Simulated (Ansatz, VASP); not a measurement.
# Pt in VASP and in Ansatz

POSCAR

```
Pt
1.0
   -1.5459440954      1.5459440954      1.5224017996
    1.5459440954     -1.5459440954      1.5224017996
    1.5459440954      1.5459440954     -1.5224017996
Pt
1
Direct
    0.0000000000      0.0000000000      0.0000000000
```

File INCAR.step1:

```
ALGO = Normal ; EDIFF = 1E-4
ENCUT = 520 ; GGA = PE
ISMEAR = 0 ; LASPH = True
LCHARG = False ; LREAL = False
LWAVE = True ; NBANDS = 11
NELM = 80 ; PREC = Accurate
SIGMA = 0.15
```

INCAR.step2

```
ALGO = Normal ; EDIFF = 1E-6
ENCUT = 520 ; ISIF = 2
ISMEAR = 0 ; ISTART = 1
LASPH = True ; LCHARG = True
LELF = True ; LMIXTAU = True
LREAL = False ; LVHAR = True
LWAVE = False ; METAGGA = R2SCAN
NBANDS = 11 ; NELM = 80
PREC = Accurate ; SIGMA = 0.15
```

The input KPOINTS:

```
k-points
0
Gamma
  26 26 26
```

Input for Ansatz:

```yaml
crystal:
  lattice:
    - [-1.5459440954, 1.5459440954, 1.5224017996]
    - [1.5459440954, -1.5459440954, 1.5224017996]
    - [1.5459440954, 1.5459440954, -1.5224017996]
  atoms:
    - { symbol: Pt, position: [0.0, 0.0, 0.0] }
basis:
  ecutwfc: 500
kpoints:
  mp_grid: { grid: [26, 26, 26] }
hamiltonian:
  xc: r2scan
scf:
  occupations: { method: gaussian, width: 0.15 }
output:
  forces: true
  stress: true
  eigenvalues: true
```

Change from the starting cell: strain -0.015 along x and y, -0.030 along z, atoms carried along.

Alike in both runs: task single point; functional r2SCAN; k mesh 26 × 26 × 26; occupations gaussian, width 0.15 eV; no spin polarisation.

|  | VASP | Ansatz |
| --- | --- | --- |
| version | VASP 6.6.1 | Ansatz 0.2.0 |
| potentials or method | VASP PAW PBE potentials, release 64 (Pt), cutoff 520 eV | scalar-relativistic, plane waves, PAW |
| valence electrons in the cell | 10 | 18 |

```tsv
	VASP	Ansatz	Ansatz less VASP
gap on the k mesh at the Fermi level (eV)	none	none	-
pressure (GPa)	19.8	18.7	-1.02
traceless stress, the component that is largest in VASP (GPa)	-1.13	-1.13	+0.005
```

VASP's potentials were made for PBE, not for r2SCAN. A gap of «none» marks a metal or a gap that the smearing closes. VASP's potentials hold 10 valence electrons a cell and Ansatz's 18, so a difference there can come from the potentials and not from the codes.

Spin-orbit coupling is off throughout.
